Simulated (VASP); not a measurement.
# SnO2 (P4_2/mnm) in VASP: further runs, part 2 of 2

VASP 6.6.1.

## Step 5: Single point, PBEsol

This run uses another cell than the first one, of 12.08 Å³/atom, 1.004 times its volume.

Contents of INCAR:

```
  PREC = Accurate
  ENCUT = 520
  EDIFF = 1E-6
  ISMEAR = 0
  SIGMA = 0.02
  LREAL = F
  LASPH = T
  NELM = 100
  ALGO = Normal
  ISIF = 2
  LWAVE = F
  LCHARG = F
  GGA = PS
  NBANDS = 35
```

Contents of KPOINTS:

```
Automatic mesh
0
Gamma
  6 6 8
```

Contents of POSCAR:

```
SnO2
1.0
    4.8219591020      0.0000000000      0.0000000000
    0.0000000000      4.8219591020      0.0000000000
    0.0000000000      0.0000000000      3.1160239668
Sn O
2 4
Direct
    0.5000000000      0.5000000000      0.5000000000
    0.0000000000      0.0000000000      0.0000000000
    0.1948790082      0.8051209918      0.5000000000
    0.8051209918      0.1948790082      0.5000000000
    0.3051209918      0.3051209918      0.0000000000
    0.6948790082      0.6948790082      0.0000000000
```

Potentials or basis: VASP PAW PBE potentials, release 64 (Sn_d, O).

The run is started by

```
$ cat potpaw_PBE.64/Sn_d/POTCAR potpaw_PBE.64/O/POTCAR > POTCAR
$ mpirun -np 1 vasp_std > vasp.out
```

OUTCAR:

```text
PREC = Accurate
   ENCUT = 520
   EDIFF = 1E-6
   ISMEAR = 0
   LREAL = F
   LASPH = T
   NELM = 100
   ISIF = 2
   GGA = PS

 ion  position               nearest neighbor table
   1  0.500  0.500  0.500-   5 2.05   6 2.05   5 2.05   6 2.05   3 2.08   4 2.08   2 3.75   2 3.75
                             2 3.75   2 3.75   2 3.75   2 3.75   2 3.75   2 3.75
   2  0.000  0.000  0.000-   3 2.05   4 2.05   3 2.05   4 2.05   5 2.08   6 2.08   1 3.75   1 3.75
                             1 3.75   1 3.75   1 3.75   1 3.75   1 3.75   1 3.75
   3  0.195  0.805  0.500-   2 2.05   2 2.05   1 2.08
   4  0.805  0.195  0.500-   2 2.05   2 2.05   1 2.08
   5  0.305  0.305  0.000-   1 2.05   1 2.05   2 2.08
   6  0.695  0.695  0.000-   1 2.05   1 2.05   2 2.08

  LATTYP: Found a simple tetragonal cell.
 ALAT       =     4.8219591020
 C/A-ratio  =     0.6462153454

  Lattice vectors:

 A1 = (   4.8219591020,   0.0000000000,   0.0000000000)
 A2 = (   0.0000000000,   4.8219591020,   0.0000000000)
 A3 = (   0.0000000000,   0.0000000000,   3.1160239668)

Analysis of symmetry for initial positions (statically):
=====================================================================
 Subroutine PRICEL returns:
 Original cell was already a primitive cell.

 Routine SETGRP: Setting up the symmetry group for a
 simple tetragonal supercell.

 Subroutine GETGRP returns: Found 16 space group operations
 (whereof  8 operations were pure point group operations)
 out of a pool of 16 trial point group operations.

The static configuration has the point symmetry D_2h.
 The point group associated with its full space group is D_4h.

Analysis of symmetry for dynamics (positions and initial velocities):
=====================================================================
 Subroutine PRICEL returns:
 Original cell was already a primitive cell.

 Routine SETGRP: Setting up the symmetry group for a
 simple tetragonal supercell.

 Subroutine GETGRP returns: Found 16 space group operations
 (whereof  8 operations were pure point group operations)
 out of a pool of 16 trial point group operations.
[... 129 lines left out ...]
     AMIX     =   0.40;   BMIX     =  1.00
     AMIX_MAG =   1.60;   BMIX_MAG =  1.00
  volume/ion in A,a.u.               =      12.08        81.49
  Fermi-wavevector in a.u.,A,eV,Ry     =   1.465750  2.769866 29.231084  2.148424
  Thomas-Fermi vector in A             =   2.581570
   LORBIT       =      0    0 simple, 1 ext, 2 COOP (PROOUT), +10 PAW based schemes
   GGA     = PS    functional components
   LHFCALC =     F    Hartree Fock is set to
   AEXX    =    0.0000 exact exchange contribution
   IVDW    =     0    specifies the selected vdW correction
   LEPSILON=     F    determine dielectric tensor
   LRPA    =     F    only Hartree local field effects (RPA)
 non-spin polarized calculation
 Gauss-broadening in eV      SIGMA  =   0.02
  energy-cutoff  :      520.00
  volume of cell :       72.45
 maximum number of plane-waves:      1976
 NGX is ok and might be reduce to    36
   NGX = 17   NGY = 17   NGZ = 11

 number of electron      52.0000002 magnetization

 Free energy of the ion-electron system (eV)
  ---------------------------------------------------
  ext. energy  EPLUGINS =         0.00000000
  ---------------------------------------------------
  free energy    TOTEN  =       -39.59736712 eV

  energy without entropy =      -39.59736712  energy(sigma->0) =      -39.59736712

 E-fermi :   5.9556     XC(G=0): -11.4519

 val. band max:        5.8602355643   @ k =   0.0000   0.0000   0.0000
 cond. band min:       6.9790470326   @ k =   0.0000   0.0000   0.0000
 fundamental gap:      1.1188114682
 Fermi energy:         5.9556033749

 k-point     1 :       0.0000    0.0000    0.0000
  band No.  band energies     occupation
      1     -15.1989      2.00000
      2     -14.4921      2.00000
      3     -14.1431      2.00000
      4     -14.1080      2.00000
      5     -14.1080      2.00000
      6     -13.9943      2.00000
[... 901 lines left out ...]
     34      17.8591      0.00000
     35      18.2940      0.00000

 [... further k-points ...]
[... 5 lines left out ...]
  --------------------------------------------------------------------------------------
  -------------------------------------------------------------------------------------
  Total        0.2593541      0.2593541      4.8205980      0.0000000      0.0000000      0.0000000
  in kB        5.7352972      5.7352972    106.6015858      0.0000000      0.0000000      0.0000000
  external PRESSURE =      39.3573934 kB  Pullay stress =       0.0000000 kB

 VOLUME and BASIS-vectors are now :
 -----------------------------------------------------------------------------
  energy-cutoff  :      520.00
  volume of cell :       72.45
      direct lattice vectors                 reciprocal lattice vectors
     4.821959102  0.000000000  0.000000000     0.207384588  0.000000000  0.000000000
     0.000000000  4.821959102  0.000000000     0.000000000  0.207384588  0.000000000
     0.000000000  0.000000000  3.116023967     0.000000000  0.000000000  0.320921793

 POSITION                                       TOTAL-FORCE (eV/Angst)
 -----------------------------------------------------------------------------------
      2.41098      2.41098      1.55801        -0.000000      0.000000      0.000000
      0.00000      0.00000      0.00000        -0.000000      0.000000      0.000000
      0.93970      3.88226      1.55801         0.016580     -0.016580      0.000000
      3.88226      0.93970      1.55801        -0.016580      0.016580      0.000000
      1.47128      1.47128      0.00000        -0.016580     -0.016580      0.000000
      3.35068      3.35068      0.00000         0.016580      0.016580     -0.000000
 -----------------------------------------------------------------------------------
    total drift:                                0.000000      0.000000      0.000000

  FREE ENERGIE OF THE ION-ELECTRON SYSTEM (eV)
  ---------------------------------------------------
  free  energy   TOTEN  =       -39.5973671183 eV

  energy  without entropy=      -39.5973671183  energy(sigma->0) =      -39.59736712
```

stdout:

```text
POSCAR found type information on POSCAR SnO
 POSCAR found :  2 types and       6 ions
 scaLAPACK will be used
 -----------------------------------------------------------------------------
|                                                                             |
|                                                                             |
|     You enforced a specific xc type in the INCAR file but a different       |
|     I HOPE YOU KNOW WHAT YOU ARE DOING!                                     |
|                                                                             |
 -----------------------------------------------------------------------------

 LDA part: xc-table for (Slater+PW92), standard interpolation
 POSCAR, INCAR and KPOINTS ok, starting setup
 FFT: planning ... GRIDC
 FFT: planning ... GRID_SOFT
 FFT: planning ... GRID
 WAVECAR not read
 entering main loop
```

Wall time 2.8 min (1 thread of AMD EPYC 7R13 (Zen 3), shared host); peak memory 0.2 GiB.

Results:

```
Free energy            : -39.5974 eV
Pressure               : 3.9 GPa
Largest force          : 0.023 eV/Å
Band gap on the k mesh : 1.12 eV, direct
```

Forces in eV/Å, atoms in the order of the input:
```
Sn   0.000  0.000  0.000
Sn   0.000  0.000  0.000
O    0.017 -0.017  0.000
O   -0.017  0.017  0.000
O   -0.017 -0.017  0.000
O    0.017  0.017  0.000
```

Stress tensor (GPa, compression positive):
```
 0.57  0.00  0.00
 0.00  0.57  0.00
 0.00  0.00 10.66
```

Caveat: the PAW data sets were made with another functional, which shifts forces and pressure a little; spin-orbit coupling is left out, which moves the levels of the heavy elements. A hybrid or GW would open this gap; PBEsol tends to underestimate it.

## Step 6: Single point, PBEsol (uniaxial strain along c: -1.5 %, then relaxed in part)

Contents of INCAR:

```
SYSTEM = SnO2
ALGO     = Normal         ! electronic algorithm
EDIFF    = 1E-7           ! SCF threshold, eV
ENCUT    = 520            ! plane-wave cutoff, eV
GGA      = PS             ! functional
ISIF     = 2              ! what is computed and relaxed
ISMEAR   = 0              ! smearing method
LASPH    = .True.         ! aspherical terms in the spheres
LCHARG   = .False.        ! write CHGCAR
LREAL    = .False.        ! projectors in reciprocal space
LWAVE    = .False.        ! write WAVECAR
NBANDS   = 35             ! bands
NELM     = 60             ! most SCF steps
PREC     = Accurate       ! precision mode
SIGMA    = 0.02           ! smearing width, eV
```

Contents of KPOINTS:

```
k-points
0
Gamma
  6 6 8
  0 0 0
```

Contents of POSCAR:

```
SnO2
1.0
    4.7953424657      0.0000000000      0.0000000000
    0.0000000000      4.7953424657      0.0000000000
    0.0000000000      0.0000000000      3.1642099045
Sn O
2 4
Direct
    0.5000000000      0.5000000000      0.5000000000
    0.0000000000      0.0000000000      0.0000000000
    0.1942618715      0.8057381285      0.5000000000
    0.8057381285      0.1942618715      0.5000000000
    0.3057381285      0.3057381285      0.0000000000
    0.6942618715      0.6942618715      0.0000000000
```

Potentials or basis: VASP PAW PBE potentials, release 64 (Sn_d, O).

The run is started by

```
$ cat potpaw_PBE.64/Sn_d/POTCAR potpaw_PBE.64/O/POTCAR > POTCAR
$ mpirun -np 1 vasp_std > vasp.out
```

Run time: 2.3 min. Hardware: 1 thread of AMD EPYC 7R13 (Zen 3), shared host; peak memory 0.2 GiB.

It converged, with:

```yaml
Free_energy: -39.6508 eV
Pressure: 2.2 GPa
Largest_force: 0.020 eV/Å
Band_gap_on_the_k_mesh: 1.02 eV, direct
```

Forces on the atoms (eV/Å):
```
Sn   0.000  0.000  0.000
Sn   0.000  0.000  0.000
O    0.014 -0.014  0.000
O   -0.014  0.014  0.000
O   -0.014 -0.014  0.000
O    0.014  0.014  0.000
```

Stress tensor (GPa, compression positive):
```
0.55 0.00 0.00
0.00 0.55 0.00
0.00 0.00 5.55
```

Levels at points of the mesh, in eV from the valence-band top:
| k point | band 23 | band 24 | band 25 | band 26 | band 27 | band 28 | band 29 | band 30 |
| --- | --- | --- | --- | --- | --- | --- | --- | --- |
| (0.00, 0.00, 0.00) | -1.22 | -0.81 | -0.81 | 0.00 | 1.02 | 6.09 | 6.19 | 6.19 |
| (0.50, 0.00, 0.00) | -1.18 | -1.18 | -0.66 | -0.66 | 4.19 | 4.19 | 6.98 | 6.98 |
| (0.50, 0.50, 0.00) | -1.30 | -1.30 | -0.94 | -0.94 | 4.65 | 4.65 | 7.36 | 7.36 |
| (0.00, 0.00, 0.50) | -1.65 | -1.65 | -1.26 | -1.26 | 5.93 | 5.93 | 9.39 | 9.39 |
| (0.50, 0.00, 0.50) | -1.11 | -1.11 | -0.77 | -0.77 | 6.18 | 6.18 | 7.65 | 7.65 |
| (0.50, 0.50, 0.50) | -0.98 | -0.98 | -0.86 | -0.86 | 4.54 | 4.54 | 8.63 | 8.63 |

Caveat: the cell differs from its parent crystal (uniaxial strain along c: -1.5 %, then relaxed in part); the PAW data sets were made with another functional, which shifts forces and pressure a little; spin-orbit coupling is left out, which moves the levels of the heavy elements.

## Step 7: Summary

| cell | gap on the mesh (eV) | pressure (GPa) | largest force (eV/Å) |
| --- | --- | --- | --- |
| a = 4.849, b = 4.849, c = 3.068 Å, 6 atoms | 1.22 | 5.8 | 0.03 |
| a = 4.786, b = 4.786, c = 3.164 Å, 6 atoms | 1.07 | 3.1 | 0.11 |
| a = 4.822, b = 4.822, c = 3.116 Å, 6 atoms | 1.12 | 3.9 | 0.02 |
| a = 4.795, b = 4.795, c = 3.164 Å, 6 atoms | 1.02 | 2.2 | 0.02 |

Alike in all rows: task single point; level PBEsol; potentials or basis VASP PAW PBE potentials, release 64 (Sn_d, O); no spin polarisation; k mesh 6 × 6 × 8; cutoff (eV) 520; smearing gaussian 0.02 eV.

Caveats: the PAW data sets were made with another functional, which shifts forces and pressure a little; spin-orbit coupling is left out, which moves the levels of the heavy elements.

Total energies depend on the potentials used, so only differences within one code and one set of settings carry meaning.
